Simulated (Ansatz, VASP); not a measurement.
**PtSe2 in VASP and in Ansatz**

POSCAR

```
PtSe2
1.0
    3.7240000000      0.0000000000      0.0000000000
   -1.8620000000      3.2250786037      0.0000000000
    0.0000000000      0.0000000000      5.0620000000
Pt Se
1 2
Direct
    0.0000000000      0.0000000000      0.0000000000
    0.6666666667      0.3333333333      0.7500000000
    0.3333333333      0.6666666667      0.2500000000
```

The input INCAR.step1:

```
  PREC = Accurate
  ENCUT = 520
  EDIFF = 1E-5
  ISMEAR = -1
  SIGMA = 0.05
  LREAL = F
  LASPH = T
  NELM = 100
  ALGO = Normal
  ISIF = 2
  LWAVE = T
  LCHARG = F
  NBANDS = 18
  GGA = PE
```

INCAR.step2

```
  PREC = Accurate
  ENCUT = 520
  EDIFF = 1E-6
  ISMEAR = -1
  SIGMA = 0.05
  LREAL = F
  LASPH = T
  NELM = 100
  ALGO = Normal
  ISIF = 2
  LWAVE = F
  LCHARG = F
  GGA = PE
  LHFCALC = T
  AEXX = 0.1
  HFSCREEN = 0.2
  PRECFOCK = Normal
  NBANDS = 18
  ISTART = 1
```

The input KPOINTS:

```
regular mesh
0
Gamma
  4 4 3
```

File input.yaml:

```yaml
crystal:
  lattice:
    - [3.724, 0.0, 0.0]
    - [-1.862, 3.2250786037, 0.0]
    - [0.0, 0.0, 5.062]
  atoms:
    - { symbol: Pt, position: [0.0, 0.0, 0.0] }
    - { symbol: Se, position: [0.6666666667, 0.3333333333, 0.75] }
    - { symbol: Se, position: [0.3333333333, 0.6666666667, 0.25] }
hamiltonian:
  xc: { exchange: pbe, correlation: pbe, exx: { coeff: 0.1, omega: 0.2 } }
  pseudopotentials: { kind: paw }
kpoints:
  mp_grid: { grid: [4, 4, 3] }
scf:
  occupations: { method: fermi_dirac, width: 0.05 }
output:
  forces: true
  stress: true
  eigenvalues: true
```

Alike in both runs: task single point; functional PBE-based screened hybrid with a share of 0.1 of exact exchange and HFSCREEN = 0.2; k mesh 4 × 4 × 3; occupations fermi-dirac, width 0.05 eV; no spin polarisation.

```csv
,VASP,Ansatz
version,VASP 6.6.1,Ansatz 0.2.0
potentials or method,"VASP PAW PBE potentials, release 64 (Pt, Se)",Ansatz PAW
plane-wave cutoff (eV),520,420
valence electrons in the cell,22,50
```

VASP gave:

| Property | Result |
| --- | --- |
| gap on the k mesh at the Fermi level (eV) | none |
| pressure (GPa) | 5.0 |
| traceless stress, the component that is largest in VASP (GPa) | -1.68 |
| rms of the force components (eV/Å) | 0.151 |

**Question.** Which values does Ansatz return?

**Answer.** gap on the k mesh at the Fermi level (eV): none; pressure (GPa): 5.2; traceless stress, the component that is largest in VASP (GPa): -1.69; rms of the force components (eV/Å): 0.151.

VASP's potentials were made for PBE, not for PBE-based screened hybrid. Atom by atom the forces differ by 0.000 eV/Å (rms over components). A gap of «none» marks a metal or a gap that the smearing closes. VASP's potentials hold 22 valence electrons a cell and Ansatz's 50, so a difference there can come from the potentials and not from the codes.

The k mesh is coarse, so the values compare programs but aren't converged. Spin-orbit coupling is off throughout.
